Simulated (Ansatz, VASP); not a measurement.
# BiTe in VASP and in Ansatz

POSCAR

```
BiTe
1.0
   -0.3415083366      3.0735750294      3.0735750294
    3.0735750294     -0.3415083366      3.0735750294
    3.0735750294      3.0735750294     -0.3415083366
Bi Te
1 1
Direct
    0.0000000000      0.0000000000      0.0000000000
    0.5000000000      0.5000000000      0.5000000000
```

File INCAR.step1:

```
  ALGO = Normal
  EDIFF = 1E-4
  ENCUT = 520
  GGA = PE
  ISMEAR = 0
  LASPH = T
  LCHARG = F
  LREAL = F
  LWAVE = T
  NBANDS = 18
  NELM = 80
  PREC = Accurate
  SIGMA = 0.15
```

INCAR.step2

```
  ALGO = Normal
  EDIFF = 1E-6
  ENCUT = 520
  ISIF = 2
  ISMEAR = 0
  ISTART = 1
  LASPH = T
  LCHARG = T
  LELF = T
  LMIXTAU = T
  LREAL = F
  LVHAR = T
  LWAVE = F
  METAGGA = R2SCAN
  NBANDS = 18
  NELM = 80
  PREC = Accurate
  SIGMA = 0.15
```

KPOINTS

```
k-points
0
Gamma
  14 14 14
```

Input for Ansatz:

```yaml
crystal:
  lattice:
    - [-0.3415083366, 3.0735750294, 3.0735750294]
    - [3.0735750294, -0.3415083366, 3.0735750294]
    - [3.0735750294, 3.0735750294, -0.3415083366]
  atoms:
    - { symbol: Bi, position: [0.0, 0.0, 0.0] }
    - { symbol: Te, position: [0.5, 0.5, 0.5] }
basis:
  ecutwfc: 500
kpoints:
  mp_grid: { grid: [14, 14, 14] }
hamiltonian:
  xc: r2scan
scf:
  occupations: { method: gaussian, width: 0.15 }
output:
  forces: true
  stress: true
  eigenvalues: true
```

Alike in both runs: task single point; functional r2SCAN; k mesh 14 × 14 × 14; occupations gaussian, width 0.15 eV; no spin polarisation.

```csv
,VASP,Ansatz
version,VASP 6.6.1,Ansatz 0.2.0
potentials or method,"VASP PAW PBE potentials, release 64 (Bi_d, Te), cutoff 520 eV","scalar-relativistic, plane waves, PAW"
valence electrons in the cell,21,31
```

```csv
,VASP,Ansatz,Ansatz less VASP
gap on the k mesh at the Fermi level (eV),none,none,-
pressure (GPa),-0.8,-0.8,+0.03
```

VASP's potentials were made for PBE, not for r2SCAN. A gap of «none» marks a metal or a gap that the smearing closes. VASP's potentials hold 21 valence electrons a cell and Ansatz's 31, so a difference there can come from the potentials and not from the codes.

Neither program's run includes spin-orbit coupling.
